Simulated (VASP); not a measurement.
Set up this calculation in VASP 6.6.1, as the native input.

| Property | Result |
| --- | --- |
| Task | relaxation of cell and atoms |
| Functional | PBE |
| Potentials or basis | VASP PAW PBE potentials, release 64 (W_sv, Se) |
| Cutoff | 600 eV |
| k mesh | 12 × 12 × 12 |
| Occupations | gaussian, width 0.1 eV |
| Spin | collinear spin, ferromagnetic start |
| Starting moments | [0.92, 0.0] μB |
| Dipole correction | no |
| Further INCAR settings | ALGO = Normal; EDIFF = 1e-06; IBRION = 2; EDIFFG = -0.01; NSW = 100; ISIF = 3 |

The structure of WSe lies in POSCAR:

```
WSe
1.0
    0.0000000000      2.8418212748      2.8418212748
    2.8418212748      0.0000000000      2.8418212748
    2.8418212748      2.8418212748      0.0000000000
W Se
1 1
Direct
    0.0000000000      0.0000000000      0.0000000000
    0.2500000000      0.2500000000      0.2500000000
```

One way to write it, as run:

INCAR

```
SYSTEM = WSe
ALGO = Normal ; EDIFF = 1E-6
EDIFFG = -0.01 ; ENCUT = 600
GGA = PE ; IBRION = 2
ISIF = 3 ; ISMEAR = 0
ISPIN = 2 ; LASPH = .TRUE.
LCHARG = .FALSE. ; LMAXMIX = 4
LORBIT = 11 ; LREAL = .FALSE.
LWAVE = .FALSE. ; MAGMOM = 0.92 0
NELM = 150 ; NSW = 100
PREC = Accurate ; SIGMA = 0.1
```

KPOINTS

```
k-points
0
G
  12 12 12
  0 0 0
```

Potentials or basis: VASP PAW PBE potentials, release 64 (W_sv, Se).

Run with:

```bash
$ cat potpaw_PBE.64/W_sv/POTCAR potpaw_PBE.64/Se/POTCAR > POTCAR
$ mpirun -np 1 vasp_std > vasp.out
```

Results of the run:

```json
{"Relaxed volume": "22.93 Å³/atom", "Relaxed cell": "a = 4.018 Å, b = 4.018 Å, c = 4.018 Å, α = 60.00°, β = 60.00°, γ = 60.00°", "Space group after relaxing (to 0.05 Å)": "F-43m (No. 216)", "Energy gained by relaxing": "0.0 meV/atom", "Ionic steps": "3", "Pressure after relaxing": "0.0 GPa", "Net moment": "1.29 μB per cell", "Site moments": "W +1.03; Se -0.01 μB", "Valence electrons inside the program's atomic spheres": "W 12.00; Se 3.99"}
```

It took 77 s on 1 thread of Intel Xeon 6975P-C, on a shared host, peak memory 0.28 GiB.
